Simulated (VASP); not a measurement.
# BH3C18 in VASP: a series of runs, part 2 of 2

VASP 6.6.1.

## 4. Single point, PBEsol

INCAR

```
SYSTEM = BH3C18
PREC     = Accurate       ! precision mode
ENCUT    = 520            ! plane-wave cutoff, eV
EDIFF    = 1E-6           ! SCF threshold, eV
ISMEAR   = 0              ! smearing method
SIGMA    = 0.02           ! smearing width, eV
LREAL    = Auto         
LASPH    = .True.         ! aspherical terms in the spheres
NELM     = 80             ! most SCF steps
ALGO     = Normal         ! electronic algorithm
ISIF     = 2              ! what is computed and relaxed
LWAVE    = .False.        ! write WAVECAR
LCHARG   = .False.        ! write CHGCAR
GGA      = PS             ! functional
NBANDS   = 56             ! bands
```

KPOINTS

```
regular mesh
0
Gamma
  2 2 1
  0 0 0
```

POSCAR

```
BH3C18
1.0
    7.3980000000      0.0000000000      0.0000000000
   -3.6990000000      6.4068560000      0.0000000000
    0.0000000000      0.0000000000     13.0000000000
C B H
18 1 3
Direct
   -0.0003451420     -0.0071863641      0.0718780769
    0.2200708195      0.1053538584      0.0709298462
   -0.0015713608      0.3301560079      0.0781951538
    0.2228363138      0.4415020409      0.0746453077
   -0.0026799464      0.6604787122      0.0643558462
    0.2197659077      0.7708237863      0.0701588462
    0.3315734824     -0.0067989666      0.0714333077
    0.5534292267      0.1055213353      0.0706093077
    0.3319020932      0.3271334645      0.0732546923
    0.5547932460      0.4399419934      0.0689066923
    0.3270779637      0.6583216479      0.0766728462
    0.5527711995      0.7707938184      0.1041007692
    0.6650346745     -0.0019593073      0.0801161538
    0.8854777529      0.1035105206      0.0784067692
    0.6644156535      0.3280229804      0.0646058462
    0.8853134918      0.4407043018      0.0662095385
    0.6670761618      0.6591563787      0.0744942308
    0.8859677859      0.7712434929      0.0680376923
    0.9355032349      0.2222208522      0.2002878462
    0.5492396679     -0.2343079039      0.1908370000
    1.0647052750      0.2009306905      0.2455499231
    0.8015507323      0.2429068173      0.2406989231
```

Potentials or basis: VASP PAW PBE potentials, release 64 (C, B, H).

Launch:

```bash
$ cat potpaw_PBE.64/C/POTCAR potpaw_PBE.64/B/POTCAR potpaw_PBE.64/H/POTCAR > POTCAR
$ mpirun -np 1 vasp_std > vasp.out
```

OUTCAR:

```text
SYSTEM = BH3C18
   PREC = Accurate
   ENCUT = 520
   EDIFF = 1E-6
   ISMEAR = 0
   LREAL = Auto
   LASPH = .True.
   NELM = 80
   ISIF = 2
   GGA = PS

 ion  position               nearest neighbor table
   1  1.000  0.993  0.072-   2 1.41  18 1.42  14 1.44
   2  0.220  0.105  0.071-   1 1.41   9 1.42   7 1.43
   3  0.998  0.330  0.078-   4 1.44  16 1.44  14 1.45  19 1.73
   4  0.223  0.442  0.075-  11 1.39   9 1.43   3 1.44
   5  0.997  0.660  0.064-  16 1.41  18 1.42   6 1.43
   6  0.220  0.771  0.070-  11 1.41   7 1.42   5 1.43
   7  0.332  0.993  0.071-   8 1.42   6 1.42   2 1.43
   8  0.553  0.106  0.071-  13 1.41   7 1.42  15 1.43
   9  0.332  0.327  0.073-   2 1.42  10 1.43   4 1.43
  10  0.555  0.440  0.069-  17 1.41  15 1.42   9 1.43
  11  0.327  0.658  0.077-   4 1.39   6 1.41  12 1.49
  12  0.553  0.771  0.104-  20 1.13  13 1.49  11 1.49  17 1.50
  13  0.665  0.998  0.080-   8 1.41  14 1.41  12 1.49
  14  0.885  0.104  0.078-  13 1.41   1 1.44   3 1.45  19 1.76
  15  0.664  0.328  0.065-  16 1.42  10 1.42   8 1.43
  16  0.885  0.441  0.066-   5 1.41  15 1.42   3 1.44
  17  0.667  0.659  0.074-  18 1.41  10 1.41  12 1.50
  18  0.886  0.771  0.068-  17 1.41   1 1.42   5 1.42
  19  0.936  0.222  0.200-  22 1.20  21 1.20   3 1.73  14 1.76
  20  0.549  0.766  0.191-  12 1.13
  21  0.065  0.201  0.246-  19 1.20
  22  0.802  0.243  0.241-  19 1.20

  LATTYP: Found a hexagonal cell.
 ALAT       =     7.3980000000
 C/A-ratio  =     1.7572316842

  Lattice vectors:

 A1 = (   7.3980000000,   0.0000000000,   0.0000000000)
 A2 = (  -3.6990000000,   6.4068560000,   0.0000000000)
 A3 = (   0.0000000000,   0.0000000000,  13.0000000000)

Analysis of symmetry for initial positions (statically):
=====================================================================
 Subroutine PRICEL returns:
 Original cell was already a primitive cell.

 Routine SETGRP: Setting up the symmetry group for a
 hexagonal supercell.

 Subroutine GETGRP returns: Found  1 space group operations
[... 161 lines left out ...]
   GGA     = PS    functional components
   LHFCALC =     F    Hartree Fock is set to
   AEXX    =    0.0000 exact exchange contribution
   IVDW    =     0    specifies the selected vdW correction
   LEPSILON=     F    determine dielectric tensor
   LRPA    =     F    only Hartree local field effects (RPA)
 non-spin polarized calculation
 Gauss-broadening in eV      SIGMA  =   0.02
  energy-cutoff  :      520.00
  volume of cell :      616.17
 maximum number of plane-waves:     16651
 NGX is ok and might be reduce to    56
   NGX = 27   NGY = 27   NGZ = 49

 number of electron      78.0000001 magnetization

 Free energy of the ion-electron system (eV)
  ---------------------------------------------------
  ext. energy  EPLUGINS =         0.00000000
  ---------------------------------------------------
  free energy    TOTEN  =      -187.18134254 eV

  energy without entropy =     -187.17684122  energy(sigma->0) =     -187.17909188

 E-fermi :  -1.7236     XC(G=0):  -3.7093

 val. band max:       -1.7331126805   @ k =   0.5000   0.0000   0.0000
 cond. band min:      -1.7141032168   @ k =   0.0000   0.5000   0.0000
 fundamental gap:      0.0190094637
 Fermi energy:        -1.7236079486

 k-point     1 :       0.0000    0.0000    0.0000
  band No.  band energies     occupation
      1     -21.4950      2.00000
      2     -19.3566      2.00000
      3     -18.8800      2.00000
      4     -18.8061      2.00000
      5     -18.7257      2.00000
      6     -18.6510      2.00000
[... 205 lines left out ...]
     50       3.9346      0.00000
     51       4.0799      0.00000
 [bands above 51 left out]

------------------------ aborting loop because EDIFF is reached ----------------------------------------

  FORCE on cell =-STRESS in cart. coord.  units (eV):
  Direction    XX          YY          ZZ          XY          YZ          ZX
  --------------------------------------------------------------------------------------
  -------------------------------------------------------------------------------------
  Total        3.8689727      2.1400222     -0.0496861      0.0924139      0.0062268      0.0026693
  in kB       10.0601303      5.5645008     -0.1291942      0.2402953      0.0161909      0.0069408
  external PRESSURE =       5.1651456 kB  Pullay stress =       0.0000000 kB

 VOLUME and BASIS-vectors are now :
 -----------------------------------------------------------------------------
  energy-cutoff  :      520.00
  volume of cell :      616.17
      direct lattice vectors                 reciprocal lattice vectors
     7.398000000  0.000000000  0.000000000     0.135171668  0.078041398  0.000000000
    -3.699000000  6.406856000  0.000000000     0.000000000  0.156082796  0.000000000
     0.000000000  0.000000000 13.000000000     0.000000000  0.000000000  0.076923077

 POSITION                                       TOTAL-FORCE (eV/Angst)
 -----------------------------------------------------------------------------------
      3.72303      6.36081      0.93441        -0.008986      0.019325     -0.001915
      1.23838      0.67499      0.92209        -0.011389      0.006565     -0.004129
      6.16513      2.11526      1.01654        -0.001891      0.018977     -0.001050
      0.01543      2.82864      0.97039         0.001945      0.001509     -0.002847
      4.93506      4.23159      0.83663         0.001160      0.020195      0.002391
     -1.22545      4.93856      0.91207        -0.002121      0.000059     -0.000596
[... 14 lines left out ...]
     -0.26455      1.28733      3.19215         0.014200     -0.002664      0.016797
      5.03136      1.55627      3.12909        -0.007805     -0.001592      0.008960
 -----------------------------------------------------------------------------------
    total drift:                                0.005733      0.006755     -0.000358

  FREE ENERGIE OF THE ION-ELECTRON SYSTEM (eV)
  ---------------------------------------------------
  free  energy   TOTEN  =      -187.1813425434 eV

  energy  without entropy=     -187.1768412250  energy(sigma->0) =     -187.17909188
```

stdout:

```text
POSCAR found type information on POSCAR C B H
 POSCAR found :  3 types and      22 ions
 scaLAPACK will be used
 -----------------------------------------------------------------------------
|                                                                             |
|                                                                             |
|     You enforced a specific xc type in the INCAR file but a different       |
|     I HOPE YOU KNOW WHAT YOU ARE DOING!                                     |
|                                                                             |
 -----------------------------------------------------------------------------

 LDA part: xc-table for (Slater+PW92), standard interpolation
 POSCAR, INCAR and KPOINTS ok, starting setup
 FFT: planning ... GRIDC
 FFT: planning ... GRID_SOFT
 FFT: planning ... GRID
 WAVECAR not read
 entering main loop
```

Wall time 5.1 min (1 thread of Intel Xeon Platinum 8124M at 3.00GHz (Skylake/Cascade Lake), shared host); peak memory 0.64 GiB.

Results:

```
Free energy            : -187.1813 eV
Largest force          : 0.032 eV/Å
Band gap on the k mesh : zero (band 39 reaches -1.71 eV, above the bottom of band 40 at -1.81 eV)
```

Forces on the atoms (eV/Å):
```
C   -0.009  0.019 -0.002
C   -0.011  0.007 -0.004
C   -0.002  0.019 -0.001
C    0.002  0.002 -0.003
C    0.001  0.020  0.002
C   -0.002  0.000 -0.001
C    0.005 -0.002  0.000
C   -0.005 -0.004 -0.008
C   -0.002 -0.001  0.002
C   -0.008 -0.009 -0.006
C    0.015  0.008 -0.009
C    0.001 -0.008  0.017
C   -0.004 -0.009 -0.005
C    0.011 -0.015 -0.003
C   -0.003  0.002 -0.010
C    0.017 -0.027 -0.003
C   -0.012  0.013 -0.010
C    0.004 -0.016 -0.007
B   -0.001  0.008 -0.009
H   -0.003 -0.003  0.032
H    0.014 -0.003  0.017
H   -0.008 -0.002  0.009
```

Caveat: the k points lie up to 0.49 Å⁻¹ apart; the PAW data sets were made with another functional, which shifts forces and pressure a little.
